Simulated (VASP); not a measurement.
The system is TaN.

```
CELL_PARAMETERS angstrom
2.95332 0.00000 0.00000
-1.47666 2.55765 0.00000
0.00000 0.00000 2.89877
ATOMIC_POSITIONS crystal
Ta 0.33333 0.66667 0.50000
N 0.00000 0.00000 0.00000
```

Base run:

* Program: VASP 6.6.1
* Functional: PBE
* Potentials or basis: VASP PAW PBE potentials, release 64 (Ta_sv_GW, N)
* Cutoff: 600 eV
* k mesh: 10 × 10 × 9
* Occupations: fermi-dirac, width 0.05 eV
* Spin: no spin polarisation
* Hubbard terms: Ta d U = 1.0 eV

Its results: band gap on the k mesh zero (band 9 reaches 12.62 eV, above the bottom of band 10 at 12.33 eV); pressure 2.2 GPa.

**Question.** The run is repeated on the same cell with these changes: potentials or basis from VASP PAW PBE potentials, release 64 (Ta_sv_GW, N) to VASP PAW PBE potentials, release 64 (Ta_pv, N); cutoff from 600 eV to 520 eV; further incar settings from ALGO = Normal; EDIFF = 1e-06; NBANDS = 16 to ALGO = Normal; EDIFF = 1e-06; NBANDS = 15; valence electrons from 18 to 16. What comes out?

**Answer.** Band gap on the k mesh zero (band 8 reaches 8.48 eV, above the bottom of band 9 at 8.18 eV); pressure 2.8 GPa.

Caveats: spin-orbit coupling is left out, which moves the levels of the heavy elements; U without spin polarisation on a metal has little footing.
